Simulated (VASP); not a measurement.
# Cr (Im-3m) in VASP: single point with PBE

Aim: the single point of Cr with PBE.

All numbers are computed with VASP 6.6.1; they aren't measurements. Logs are shortened: lines on timing, memory, paths and dates and some standing lists are left out, and cuts for length are marked.

## (1) The cell of the first run

Symmetry: Im-3m, No. 229, cubic system. The conventional cell has a = 2.969 Å, b = 2.969 Å, c = 2.969 Å, α = 90.00°, β = 90.00°, γ = 90.00°. Cr (site symmetry m-3m) has 14 Cr at 2.57 to 2.97 Å within 3.4 Å.

## (2) Single point, PBE, collinear spin, ferromagnetic start

Contents of INCAR:

```
ALGO = Normal
EDIFF = 1E-7
ENCUT = 520
GGA = PE
ISIF = 2
ISMEAR = -1
ISPIN = 2
LASPH = True
LCHARG = False
LMAXMIX = 4
LORBIT = 11
LREAL = False
LWAVE = False
MAGMOM = 3.9 3.9
NBANDS = 23
NELM = 150
PREC = Accurate
SIGMA = 0.15
```

Contents of KPOINTS:

```
k-points
0
Gamma
  9 9 9
```

Contents of POSCAR:

```
Cr
1.0
    2.9688990000      0.0000000000      0.0000000000
    0.0000000000      2.9688990000      0.0000000000
    0.0000000000      0.0000000000      2.9688990000
Cr
2
Direct
    0.0000000000      0.0000000000      0.0000000000
    0.5000000000      0.5000000000      0.5000000000
```

Potentials or basis: VASP PAW PBE potentials, release 64 (Cr_pv).

The run is started by

```
> cat potpaw_PBE.64/Cr_pv/POTCAR > POTCAR
> mpirun -np 1 vasp_std > vasp.out
```

OUTCAR:

```text
EDIFF = 1E-7
   ENCUT = 520
   GGA = PE
   ISIF = 2
   ISMEAR = -1
   ISPIN = 2
   LASPH = True
   LORBIT = 11
   LREAL = False
   NELM = 150
   PREC = Accurate

 ion  position               nearest neighbor table
   1  0.000  0.000  0.000-   2 2.57   2 2.57   2 2.57   2 2.57   2 2.57   2 2.57   2 2.57   2 2.57

   2  0.500  0.500  0.500-   1 2.57   1 2.57   1 2.57   1 2.57   1 2.57   1 2.57   1 2.57   1 2.57

  LATTYP: Found a simple cubic cell.
 ALAT       =     2.9688990000

  Lattice vectors:

 A1 = (   2.9688990000,   0.0000000000,   0.0000000000)
 A2 = (   0.0000000000,   2.9688990000,   0.0000000000)
 A3 = (   0.0000000000,   0.0000000000,   2.9688990000)

Analysis of symmetry for initial positions (statically):
=====================================================================
 Subroutine PRICEL returns following result:

  LATTYP: Found a body centered cubic cell.
 ALAT       =     2.9688990000

  Lattice vectors:

 A1 = (   1.4844495000,   1.4844495000,  -1.4844495000)
 A2 = (  -1.4844495000,   1.4844495000,   1.4844495000)
 A3 = (   1.4844495000,  -1.4844495000,   1.4844495000)

   2 primitive cells build up your supercell.

 Routine SETGRP: Setting up the symmetry group for a
 simple cubic supercell.

 Subroutine GETGRP returns: Found 48 space group operations
[... 5 lines left out ...]
Analysis of symmetry for dynamics (positions and initial velocities):
=====================================================================
 Subroutine PRICEL returns following result:

  LATTYP: Found a body centered cubic cell.
 ALAT       =     2.9688990000

  Lattice vectors:

 A1 = (   1.4844495000,   1.4844495000,  -1.4844495000)
 A2 = (  -1.4844495000,   1.4844495000,   1.4844495000)
 A3 = (   1.4844495000,  -1.4844495000,   1.4844495000)

   2 primitive cells build up your supercell.

 Routine SETGRP: Setting up the symmetry group for a
 simple cubic supercell.

 Subroutine GETGRP returns: Found 48 space group operations
 (whereof 48 operations were pure point group operations)
 out of a pool of 48 trial point group operations.

The dynamic configuration has the point symmetry O_h .

Analysis of structural, dynamic, and magnetic symmetry:
=====================================================================
 Subroutine PRICEL returns following result:

  LATTYP: Found a body centered cubic cell.
 ALAT       =     2.9688990000

  Lattice vectors:

 A1 = (   1.4844495000,   1.4844495000,  -1.4844495000)
 A2 = (  -1.4844495000,   1.4844495000,   1.4844495000)
 A3 = (   1.4844495000,  -1.4844495000,   1.4844495000)

   2 primitive cells build up your supercell.

 Routine SETGRP: Setting up the symmetry group for a
 simple cubic supercell.

 Subroutine GETGRP returns: Found 48 space group operations
 (whereof 48 operations were pure point group operations)
 out of a pool of 48 trial point group operations.

The overall configuration has the point symmetry O_h .

 Subroutine INISYM returns: Found 48 space group operations
 (whereof 48 operations are pure point group operations),
 and found     2 'primitive' translations

----------------------------------------------------------------------------------------

                                     Primitive cell

  volume of cell :      13.0845

  direct lattice vectors                    reciprocal lattice vectors
     1.484449500  1.484449500 -1.484449500     0.336825200  0.336825200  0.000000000
    -1.484449500  1.484449500  1.484449500    -0.000000000  0.336825200  0.336825200
     1.484449500 -1.484449500  1.484449500     0.336825200  0.000000000  0.336825200

  length of vectors
     2.571141955  2.571141955  2.571141955     0.476342766  0.476342766  0.476342766

  position of ions in fractional coordinates (direct lattice)
     0.000000000  0.000000000  0.000000000

  ion indices of the primitive-cell ions
   primitive index   ion index
                 1           1

----------------------------------------------------------------------------------------

 KPOINTS: k-points

Automatic generation of k-mesh.
 Grid dimensions read from file:
 generate k-points for:    9    9    9

 Generating k-lattice:

  Cartesian coordinates                     Fractional coordinates (reciprocal lattice)
     0.037425022  0.000000000  0.000000000     0.111111111  0.000000000  0.000000000
     0.000000000  0.037425022  0.000000000     0.000000000  0.111111111  0.000000000
     0.000000000  0.000000000  0.037425022     0.000000000  0.000000000  0.111111111

  Length of vectors
     0.037425022  0.037425022  0.037425022

  Shift w.r.t. Gamma in fractional coordinates (k-lattice)
     0.000000000  0.000000000  0.000000000

 Subroutine IBZKPT returns following result:
 ===========================================

 Found     35 irreducible k-points:

 Following reciprocal coordinates:
            Coordinates               Weight
  0.000000  0.000000  0.000000      1.000000
  0.111111  0.000000  0.000000      6.000000
  0.222222  0.000000  0.000000      6.000000
  0.333333  0.000000  0.000000      6.000000
  0.444444  0.000000  0.000000      6.000000
  0.111111  0.111111  0.000000     12.000000
[... 16 lines left out ...]
  0.333333  0.333333  0.111111     24.000000
  0.444444  0.333333  0.111111     48.000000
 [... further k-points ...]
   k-points           NKPTS =     35   k-points in BZ     NKDIM =     35   number of bands    NBANDS=     23
   number of dos      NEDOS =    301   number of ions     NIONS =      2
   total plane-waves  NPLWV =  13824
   dimension x,y,z NGX =    24 NGY =   24 NGZ =   24
   dimension x,y,z NGXF=    48 NGYF=   48 NGZF=   48
   ions per type =               2
   NGX,Y,Z   is equivalent  to a cutoff of  13.44, 13.44, 13.44 a.u.
   NGXF,Y,Z  is equivalent  to a cutoff of  26.88, 26.88, 26.88 a.u.
 SYSTEM =  unknown system
   PREC   = accura    normal or accurate (medium, high low for compatibility)
   ISTART =      0    job   : 0-new  1-cont  2-samecut
   ICHARG =      2    charge: 1-file 2-atom 10-const
   ISPIN  =      2    spin polarized calculation?
   LNONCOLLINEAR =      F non collinear calculations
   LSORBIT =      F    spin-orbit coupling
   LASPH  =      T    aspherical Exc in radial PAW
   ENCUT  =  520.0 eV  38.22 Ry    6.18 a.u.   5.52  5.52  5.52*2*pi/ulx,y,z
   NELM   =    150;   NELMIN=  2; NELMDL= -5     # of ELM steps
   EDIFF  = 0.1E-06   stopping-criterion for ELM
   LREAL  =      F    real-space projection
   EDIFFG = 0.1E-05   stopping-criterion for IOM
   NSW    =      0    number of steps for IOM
   IBRION =     -1    ionic relax: 0-MD 1-quasi-New 2-CG
   NFREE  =      0    steps in history (QN), initial steepest desc. (CG)
   ISIF   =      2    stress and relaxation
   ISYM   =      2    0-nonsym 1-usesym 2-fastsym
   POTIM  = 0.5000    time-step for ionic-motion
   TEBEG  =    0.0;   TEEND  =   0.0 temperature during run
   PSTRESS=    0.0 pullay stress
   NELECT =      24.0000    total number of electrons
   NUPDOWN=      -1.0000    fix difference up-down
   EMIN   =  10.00;   EMAX   =-10.00  energy-range for DOS
   EFERMI =   0.00;   METHOD = LEGACY
   ISMEAR =    -1;   SIGMA  =   0.15  broadening in eV -4-tet -1-fermi 0-gaus
   EFERMI_NEDOS =   21; number of points for ismear=-14 and -15
   IALGO  =     38    algorithm
   IMIX   =      4    mixing-type and parameters
     AMIX     =   0.40;   BMIX     =  1.00
     AMIX_MAG =   1.60;   BMIX_MAG =  1.00
  volume/ion in A,a.u.               =      13.08        88.30
  Fermi-wavevector in a.u.,A,eV,Ry     =   1.590559  3.005721 34.421085  2.529878
  Thomas-Fermi vector in A             =   2.689235
   LORBIT       =     11    0 simple, 1 ext, 2 COOP (PROOUT), +10 PAW based schemes
   GGA     = PE    functional components
   LHFCALC =     F    Hartree Fock is set to
   AEXX    =    0.0000 exact exchange contribution
   IVDW    =     0    specifies the selected vdW correction
   LEPSILON=     F    determine dielectric tensor
   LRPA    =     F    only Hartree local field effects (RPA)
 spin polarized calculation
  energy-cutoff  :      520.00
  volume of cell :       26.17
 maximum number of plane-waves:       739
 NGX is ok and might be reduce to    24
   NGX = 11   NGY = 11   NGZ = 11

 number of electron      24.0000016 magnetization       0.0000166

 number of electron      24.0000016 magnetization      -0.0000082

 Free energy of the ion-electron system (eV)
  ---------------------------------------------------
  ext. energy  EPLUGINS =         0.00000000
  ---------------------------------------------------
  free energy    TOTEN  =       -18.82492162 eV

  energy without entropy =      -18.68132884  energy(sigma->0) =      -18.75312523

 E-fermi :   9.2616     XC(G=0): -12.9638

 val. band max:        9.2419557828   @ k =   0.4444   0.4444   0.1111
 cond. band min:       9.2745906698   @ k =   0.3333   0.1111   0.0000
 fundamental gap:      0.0326348870
 Fermi energy:         9.2616023717

 spin component 1

 k-point     1 :       0.0000    0.0000    0.0000
  band No.  band energies     occupation
      1     -33.9983      1.00000
      2     -33.9983      1.00000
      3     -33.9983      1.00000
      4     -33.5693      1.00000
      5     -33.5693      1.00000
      6     -33.5693      1.00000
[... 613 lines left out ...]
     22      19.8518      0.00000
     23      23.6446      0.00000

 [... further k-points ...]

 spin component 2

 k-point     1 :       0.0000    0.0000    0.0000
  band No.  band energies     occupation
      1     -33.9983      1.00000
      2     -33.9983      1.00000
      3     -33.9983      1.00000
      4     -33.5693      1.00000
      5     -33.5693      1.00000
      6     -33.5693      1.00000
[... 613 lines left out ...]
     22      19.8518      0.00000
     23      23.6446      0.00000

 [... further k-points ...]

------------------------ aborting loop because EDIFF is reached ----------------------------------------

  FORCE on cell =-STRESS in cart. coord.  units (eV):
  Direction    XX          YY          ZZ          XY          YZ          ZX
  --------------------------------------------------------------------------------------
  -------------------------------------------------------------------------------------
  Total       -3.9910741     -3.9910741     -3.9910741     -0.0000000     -0.0000000      0.0000000
  in kB     -244.3509879   -244.3509879   -244.3509879     -0.0000000     -0.0000000      0.0000000
  external PRESSURE =    -244.3509879 kB  Pullay stress =       0.0000000 kB

 VOLUME and BASIS-vectors are now :
 -----------------------------------------------------------------------------
  energy-cutoff  :      520.00
  volume of cell :       26.17
      direct lattice vectors                 reciprocal lattice vectors
     2.968899000  0.000000000  0.000000000     0.336825200  0.000000000  0.000000000
     0.000000000  2.968899000  0.000000000     0.000000000  0.336825200  0.000000000
     0.000000000  0.000000000  2.968899000     0.000000000  0.000000000  0.336825200

 POSITION                                       TOTAL-FORCE (eV/Angst)
 -----------------------------------------------------------------------------------
      0.00000      0.00000      0.00000        -0.000000     -0.000000     -0.000000
      1.48445      1.48445      1.48445         0.000000      0.000000      0.000000
 -----------------------------------------------------------------------------------
    total drift:                                0.000000      0.000000     -0.000000

  FREE ENERGIE OF THE ION-ELECTRON SYSTEM (eV)
  ---------------------------------------------------
  free  energy   TOTEN  =       -18.8249216217 eV

  energy  without entropy=      -18.6813288423  energy(sigma->0) =      -18.75312523

 total charge

# of ion       s       p       d       tot
------------------------------------------
    1        0.397   6.329   4.089  10.815
    2        0.397   6.329   4.089  10.815
--------------------------------------------------
tot          0.793  12.658   8.178  21.629

 magnetization (x)

# of ion       s       p       d       tot
------------------------------------------
    1        0.000   0.000  -0.000   0.000
    2        0.000   0.000  -0.000   0.000
--------------------------------------------------
tot          0.000   0.000  -0.000   0.000
```

It took 24 s on 1 thread of Intel Xeon Platinum 8488C (Sapphire Rapids), shared host; peak memory 0.16 GiB.

Results:

* Free energy: -18.8249 eV
* Pressure: -24.4 GPa
* Band gap on the k mesh: zero (filled and empty bands overlap)
* Net moment: 0.00 μB per cell
* Valence electrons inside the program's atomic spheres: Cr 10.81

Caveat: the starting moments collapsed, and a magnetic state may lie lower.
